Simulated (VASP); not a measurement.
Wanted: the native input for a VASP 6.6.1 run.

| Item | Value |
| --- | --- |
| Task | relaxation of cell and atoms |
| Functional | r2SCAN |
| Potentials or basis | VASP PAW PBE potentials, release 64 (Si) |
| Cutoff | 600 eV |
| k mesh | 8 × 8 × 8 |
| Occupations | gaussian, width 0.02 eV |
| Spin | no spin polarisation |
| Dipole correction | no |
| Further INCAR settings | ALGO = Normal; EDIFF = 1e-06; IBRION = 2; EDIFFG = -0.002; NSW = 100; ISIF = 3 |

Crystal: Si.

```
Si
1.0
     0.00000    2.71850    2.71850
     2.71850    0.00000    2.71850
     2.71850    2.71850    0.00000
Si
2
Direct
  0.50000 0.50000 0.50000
  0.75000 0.75000 0.75000
```

The input as run:

POSCAR

```
Si
1.0
    0.0000000000      2.7185000000      2.7185000000
    2.7185000000      0.0000000000      2.7185000000
    2.7185000000      2.7185000000      0.0000000000
Si
2
Direct
    0.5000000000      0.5000000000      0.5000000000
    0.7500000000      0.7500000000      0.7500000000
```

INCAR.step1

```
SYSTEM = Si
ALGO     = Normal         ! electronic algorithm
EDIFF    = 1E-4           ! SCF threshold, eV
ENCUT    = 600            ! plane-wave cutoff, eV
GGA      = PE             ! functional
ISMEAR   = 0              ! smearing method
LASPH    = .True.         ! aspherical terms in the spheres
LCHARG   = .False.        ! write CHGCAR
LREAL    = .False.        ! projectors in reciprocal space
LWAVE    = .True.         ! write WAVECAR
NELM     = 60             ! most SCF steps
PREC     = Accurate       ! precision mode
SIGMA    = 0.02           ! smearing width, eV
```

INCAR.step2

```
SYSTEM = Si
ALGO     = Normal         ! electronic algorithm
EDIFF    = 1E-6           ! SCF threshold, eV
EDIFFG   = -0.002         ! ionic threshold
ENCUT    = 600            ! plane-wave cutoff, eV
IBRION   = 2              ! ionic algorithm
ISIF     = 3              ! what is computed and relaxed
ISMEAR   = 0              ! smearing method
ISTART   = 1            
LASPH    = .True.         ! aspherical terms in the spheres
LCHARG   = .False.        ! write CHGCAR
LMIXTAU  = .True.       
LREAL    = .False.        ! projectors in reciprocal space
LWAVE    = .False.        ! write WAVECAR
METAGGA  = R2SCAN         ! meta-GGA
NELM     = 60             ! most SCF steps
NSW      = 100            ! ionic steps
PREC     = Accurate       ! precision mode
SIGMA    = 0.02           ! smearing width, eV
```

KPOINTS

```
k-points
0
Gamma
  8 8 8
  0 0 0
```

Potentials or basis: VASP PAW PBE potentials, release 64 (Si).

Command:

```bash
$ cat potpaw_PBE.64/Si/POTCAR > POTCAR
$ cp INCAR.step1 INCAR
$ mpirun -np 1 vasp_std > vasp.out
$ cp INCAR.step2 INCAR
$ mpirun -np 1 vasp_std > vasp.out
```

It gave:

* Relaxed volume: 20.12 Å³/atom
* Relaxed cell: a = 3.847 Å, b = 3.847 Å, c = 3.847 Å, α = 60.00°, β = 60.00°, γ = 60.00°
* Space group after relaxing (to 0.05 Å): Fd-3m (No. 227)
* Energy gained by relaxing: 0.0 meV/atom
* Ionic steps: 3
* Pressure after relaxing: 0.0 GPa
* Band gap on the k mesh: 0.82 eV, indirect (least direct gap 2.76 eV)

Caveat: the PAW data sets were made with another functional, which shifts forces and pressure a little.

It took 79 s on 1 thread of Intel Xeon 6975P-C, with other jobs on the host, peak memory 0.18 GiB.
